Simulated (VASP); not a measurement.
# ZnO (P6_3/mmc) in VASP: vibrations by perturbation theory with LDA

Aim: the vibrations by perturbation theory of ZnO with LDA.

Program: VASP 6.6.1. These are calculated values, not measurements. Logs are shortened: lines on timing, memory, paths and dates and some standing lists are left out, and cuts for length are marked.

### 1 The cell of the first run

It takes space group P6_3/mmc (No. 194, hexagonal). The conventional cell has a = 3.288 Å, b = 3.288 Å, c = 7.130 Å, α = 90.00°, β = 90.00°, γ = 120.00°. Within 2.5 Å of Zn (site symmetry -6m2) lie 3 O at 1.90 Å. O (site symmetry -6m2) has 3 Zn at 1.90 Å within 2.5 Å.

### 2 Vibrations by perturbation theory, LDA

INCAR reads:

```
PREC = Accurate
ENCUT = 520
EDIFF = 1E-8
ISMEAR = 0
SIGMA = 0.01
LREAL = False
LASPH = True
NELM = 100
ALGO = Normal
ISIF = 2
LWAVE = False
LCHARG = False
GGA = CA
IBRION = 8
NSW = 1
```

KPOINTS reads:

```
regular mesh
0
Gamma
  6 6 4
```

POSCAR reads:

```
ZnO
1.0
    3.2879671600      0.0000000000      0.0000000000
   -1.6439835800      2.8474630900      0.0000000000
    0.0000000000      0.0000000000      7.1304413500
Zn O
2 2
Direct
    0.0000000000      0.0000000000      0.7500000000
    0.0000000000      0.0000000000      0.2500000000
    0.3333333333      0.6666666667      0.2500000000
    0.6666666667      0.3333333333      0.7500000000
```

Potentials or basis: VASP PAW LDA potentials, release 64 (Zn, O).

On the command line:

```
$ cat potpaw_LDA.64/Zn/POTCAR potpaw_LDA.64/O/POTCAR > POTCAR
$ mpirun -np 1 vasp_std > vasp.out
```

OUTCAR:

```text
PREC = Accurate
   ENCUT = 520
   EDIFF = 1E-8
   ISMEAR = 0
   LREAL = False
   LASPH = True
   NELM = 100
   ISIF = 2
   GGA = CA
   IBRION = 8
   NSW = 1

 ion  position               nearest neighbor table
   1  0.000  0.000  0.750-   4 1.90   4 1.90   4 1.90
   2  0.000  0.000  0.250-   3 1.90   3 1.90   3 1.90
   3  0.333  0.667  0.250-   2 1.90   2 1.90   2 1.90
   4  0.667  0.333  0.750-   1 1.90   1 1.90   1 1.90

  LATTYP: Found a hexagonal cell.
 ALAT       =     3.2879671600
 C/A-ratio  =     2.1686473748

  Lattice vectors:

 A1 = (   3.2879671600,   0.0000000000,   0.0000000000)
 A2 = (  -1.6439835800,   2.8474630900,   0.0000000000)
 A3 = (   0.0000000000,   0.0000000000,   7.1304413500)

Analysis of symmetry for initial positions (statically):
=====================================================================
 Subroutine PRICEL returns:
 Original cell was already a primitive cell.

 Routine SETGRP: Setting up the symmetry group for a
 hexagonal supercell.

 Subroutine GETGRP returns: Found 24 space group operations
 (whereof 12 operations were pure point group operations)
 out of a pool of 24 trial point group operations.

The static configuration has the point symmetry D_3d.
 The point group associated with its full space group is D_6h.

Analysis of symmetry for dynamics (positions and initial velocities):
=====================================================================
 Subroutine PRICEL returns:
 Original cell was already a primitive cell.

 Routine SETGRP: Setting up the symmetry group for a
 hexagonal supercell.

 Subroutine GETGRP returns: Found 24 space group operations
 (whereof 12 operations were pure point group operations)
 out of a pool of 24 trial point group operations.

The dynamic configuration has the point symmetry D_3d.
 The point group associated with its full space group is D_6h.

 Subroutine INISYM returns: Found 24 space group operations
 (whereof 12 operations are pure point group operations),
 and found     1 'primitive' translations

----------------------------------------------------------------------------------------

                                     Primitive cell

  volume of cell :      66.7578

  direct lattice vectors                    reciprocal lattice vectors
     3.287967160  0.000000000  0.000000000     0.304139291  0.175594901  0.000000000
    -1.643983580  2.847463090  0.000000000     0.000000000  0.351189802  0.000000000
     0.000000000  0.000000000  7.130441350     0.000000000  0.000000000  0.140243773

  length of vectors
     3.287967160  3.287967162  7.130441350     0.351189803  0.351189802  0.140243773

  position of ions in fractional coordinates (direct lattice)
     0.000000000  0.000000000  0.750000000
     0.000000000  0.000000000  0.250000000
     0.333333333  0.666666667  0.250000000
     0.666666667  0.333333333  0.750000000

  ion indices of the primitive-cell ions
   primitive index   ion index
                 1           1
                 2           2
                 3           3
                 4           4

----------------------------------------------------------------------------------------

 KPOINTS: regular mesh

Automatic generation of k-mesh.
 Grid dimensions read from file:
 generate k-points for:    6    6    4

 Generating k-lattice:

  Cartesian coordinates                     Fractional coordinates (reciprocal lattice)
     0.050689882  0.029265817  0.000000000     0.166666667 -0.000000000  0.000000000
     0.000000000  0.058531634  0.000000000     0.000000000  0.166666667  0.000000000
     0.000000000  0.000000000  0.035060943     0.000000000  0.000000000  0.250000000

  Length of vectors
     0.058531634  0.058531634  0.035060943

[... 62 lines left out ...]
   EMIN   =  10.00;   EMAX   =-10.00  energy-range for DOS
   EFERMI =   0.00;   METHOD = LEGACY
   ISMEAR =     0;   SIGMA  =   0.01  broadening in eV -4-tet -1-fermi 0-gaus
   EFERMI_NEDOS =   21; number of points for ismear=-14 and -15
   IALGO  =     38    algorithm
   IMIX   =      4    mixing-type and parameters
     AMIX     =   0.40;   BMIX     =  1.00
     AMIX_MAG =   1.60;   BMIX_MAG =  1.00
  volume/ion in A,a.u.               =      16.69       112.63
  Fermi-wavevector in a.u.,A,eV,Ry     =   1.332524  2.518105 24.158775  1.775620
  Thomas-Fermi vector in A             =   2.461452
   LORBIT       =      0    0 simple, 1 ext, 2 COOP (PROOUT), +10 PAW based schemes
   GGA     = CA    functional components
   LHFCALC =     F    Hartree Fock is set to
   AEXX    =    0.0000 exact exchange contribution
   IVDW    =     0    specifies the selected vdW correction
   LEPSILON=     F    determine dielectric tensor
   LRPA    =     F    only Hartree local field effects (RPA)
 non-spin polarized calculation
 Gauss-broadening in eV      SIGMA  =   0.01
  energy-cutoff  :      520.00
  volume of cell :       66.76
 maximum number of plane-waves:      1824
   NGX = 13   NGY = 13   NGZ = 27

--------------------------------------- Ionic step        1  -------------------------------------------

 number of electron      36.0000026 magnetization

 Free energy of the ion-electron system (eV)
  ---------------------------------------------------
  ext. energy  EPLUGINS =         0.00000000
  ---------------------------------------------------
  free energy    TOTEN  =       -19.75637275 eV

  energy without entropy =      -19.75637275  energy(sigma->0) =      -19.75637275

 E-fermi :  -1.0235     XC(G=0):  -9.5145

 val. band max:       -1.1477224906   @ k =   0.0000   0.0000   0.0000
 cond. band min:      -0.3932615291   @ k =   0.0000   0.0000   0.0000
 fundamental gap:      0.7544609616
 Fermi energy:        -1.0234994696

 k-point     1 :       0.0000    0.0000    0.0000
  band No.  band energies     occupation
      1     -18.2867      2.00000
      2     -18.1992      2.00000
      3      -7.3196      2.00000
      4      -7.3196      2.00000
      5      -7.3049      2.00000
      6      -7.3049      2.00000
[... 514 lines left out ...]
     21       7.8551      0.00000
     22       7.8808      0.00000

------------------------ aborting loop because EDIFF is reached ----------------------------------------

  FORCE on cell =-STRESS in cart. coord.  units (eV):
  Direction    XX          YY          ZZ          XY          YZ          ZX
  --------------------------------------------------------------------------------------
  -------------------------------------------------------------------------------------
  Total       -4.2692087     -4.2692087     -0.7660436      0.0000000      0.0000000      0.0000000
  in kB     -102.4603835   -102.4603837    -18.3849346      0.0000000      0.0000000      0.0000000
  external PRESSURE =     -74.4352339 kB  Pullay stress =       0.0000000 kB

 VOLUME and BASIS-vectors are now :
 -----------------------------------------------------------------------------
  energy-cutoff  :      520.00
  volume of cell :       66.76
      direct lattice vectors                 reciprocal lattice vectors
     3.287967160  0.000000000  0.000000000     0.304139291  0.175594901  0.000000000
    -1.643983580  2.847463090  0.000000000     0.000000000  0.351189802  0.000000000
     0.000000000  0.000000000  7.130441350     0.000000000  0.000000000  0.140243773

 POSITION                                       TOTAL-FORCE (eV/Angst)
 -----------------------------------------------------------------------------------
      0.00000      0.00000      5.34783         0.000000      0.000000      0.000000
      0.00000      0.00000      1.78261        -0.000000     -0.000000      0.000000
     -0.00000      1.89831      1.78261        -0.000000      0.000000      0.000000
      1.64398      0.94915      5.34783         0.000000     -0.000000     -0.000000
 -----------------------------------------------------------------------------------
    total drift:                               -0.000000      0.000000      0.000000

  FREE ENERGIE OF THE ION-ELECTRON SYSTEM (eV)
  ---------------------------------------------------
  free  energy   TOTEN  =       -19.7563727460 eV

  energy  without entropy=      -19.7563727460  energy(sigma->0) =      -19.75637275

[... ionic steps 2 to 9 ...]

--------------------------------------- Ionic step       10  -------------------------------------------

------------------------ aborting loop because EDIFF is reached ----------------------------------------

[... ionic steps 11 to 11 ...]

--------------------------------------- Ionic step       12  -------------------------------------------

 Free energy of the ion-electron system (eV)
  ---------------------------------------------------
  ---------------------------------------------------
  free energy    TOTEN  =        -0.37799186 eV

  energy without entropy =       -0.37799186

------------------------ aborting loop because EDIFF is reached ----------------------------------------

 INTERNAL STRAIN TENSOR  FOR ION    3  DIRECTION 3   (eV/Angst):
 -----------------------------------------------------------------------------
    -0.00016  0.00000 -0.00000
     0.00000 -0.00016  0.00000
    -0.00000  0.00000  0.00816

 INTERNAL STRAIN TENSOR FOR ION    4 for displacements in x,y,z  (eV/Angst):
          X           Y           Z          XY          YZ          ZX
  --------------------------------------------------------------------------------
  x     0.00000     0.00000     0.00000   -10.43453     0.00000     0.00000
  y   -10.43453    10.43453     0.00000     0.00000     0.00000     0.00000
  z    -0.00000    -0.00000     0.00000     0.00000     0.00000     0.00000

 SECOND DERIVATIVES (NOT SYMMETRIZED)
 ------------------------------------
               1X          1Y          1Z          2X          2Y          2Z          3X          3Y          3Z          4X          4Y          4Z
  1X   -10.870365    0.000000    0.000000   -0.017202    0.000000    0.000000   -0.022549    0.000000    0.000000   10.910116    0.000000    0.000000
  1Y     0.000000  -10.870365    0.000000    0.000000   -0.017202    0.000000    0.000000   -0.022549    0.000000    0.000000   10.910116    0.000000
  1Z     0.000000   -0.000000   -2.590375    0.000000   -0.000000    0.369333    0.000000    0.000000   -0.583980    0.000000   -0.000000    2.805022
  2X    -0.017202    0.000000    0.000000  -10.870365    0.000000    0.000000   10.910116    0.000000    0.000000   -0.022549    0.000000    0.000000
  2Y     0.000000   -0.017202    0.000000    0.000000  -10.870365    0.000000    0.000000   10.910116    0.000000    0.000000   -0.022549    0.000000
  2Z     0.000000   -0.000000    0.369333    0.000000   -0.000000   -2.590375    0.000000   -0.000000    2.805022    0.000000    0.000000   -0.583980
  3X    -0.022515   -0.000000    0.000000   10.900470    0.000000    0.000000  -10.940712    0.000000    0.000000    0.062758    0.000000    0.000000
  3Y    -0.000000   -0.022515    0.000000    0.000000   10.900470    0.000000    0.000000  -10.940712    0.000000    0.000000    0.062758    0.000000
  3Z     0.000000    0.000000   -0.591236    0.000000    0.000000    2.762524    0.000000   -0.000000   -2.863562    0.000000    0.000000    0.692275
  4X    10.900470    0.000000    0.000000   -0.022515   -0.000000    0.000000    0.062758    0.000000    0.000000  -10.940712    0.000000    0.000000
  4Y     0.000000   10.900470    0.000000   -0.000000   -0.022515    0.000000    0.000000    0.062758    0.000000    0.000000  -10.940712    0.000000
  4Z     0.000000    0.000000    2.762524    0.000000    0.000000   -0.591236    0.000000    0.000000    0.692275    0.000000   -0.000000   -2.863562

 Eigenvectors and eigenvalues of the dynamical matrix
 ----------------------------------------------------

   1 f  =   14.444419 THz    90.756960 2PiTHz  481.813948 cm-1    59.737289 meV
             X         Y         Z           dx          dy          dz
      0.000000  0.000000  5.347831     0.000000    0.311783   -0.000000
      0.000000  0.000000  1.782610    -0.000000   -0.311783    0.000000
     -0.000000  1.898309  1.782610     0.000000    0.634659   -0.000000
      1.643984  0.949154  5.347831    -0.000000   -0.634659   -0.000000
[... 71 lines left out ...]
  12 f/i=    0.852743 THz     5.357943 2PiTHz   28.444448 cm-1     3.526661 meV
             X         Y         Z           dx          dy          dz
      0.000000  0.000000  5.347831    -0.000000    0.000000   -0.641716
      0.000000  0.000000  1.782610    -0.000000    0.000000    0.641716
     -0.000000  1.898309  1.782610    -0.000000    0.000000    0.296987
      1.643984  0.949154  5.347831    -0.000000    0.000000   -0.296987

--------------------------------------------------------------------------------------------------------

 ELASTIC MODULI CONTR FROM IONIC RELAXATION (kBar)
 Direction    XX          YY          ZZ          XY          YZ          ZX
 --------------------------------------------------------------------------------
 XX        -482.8377    482.8377      0.0000      0.0000      0.0000      0.0000
 YY         482.8377   -482.8377     -0.0000     -0.0000     -0.0000      0.0000
 ZZ           0.0000     -0.0000     -0.0000      0.0000     -0.0000      0.0000
 XY           0.0000     -0.0000      0.0000   -482.8377      0.0000      0.0000
 YZ           0.0000     -0.0000     -0.0000      0.0000     -0.0000      0.0000
 ZX           0.0000      0.0000      0.0000      0.0000      0.0000      0.0000
 --------------------------------------------------------------------------------
```

Run time: 2 min. Hardware: 1 thread of Intel Xeon 6975P-C (Granite Rapids), shared host; peak memory 0.35 GiB.

Results:

```yaml
Highest_phonon_frequency_at_Γ_LO-TO_splitting_left_out: 482 cm⁻¹
Most_unstable_mode: 28i cm⁻¹
```

Phonon frequencies in cm⁻¹ (negative: imaginary):
| q point | frequencies |
| --- | --- |
| (0.000, 0.000, 0.000) | -28 -1 0 0 1 1 215 271 480 480 482 482 |

Caveat: the k points lie up to 0.37 Å⁻¹ apart; the cell wasn't relaxed at this level first, which shifts response properties; some modes are imaginary.
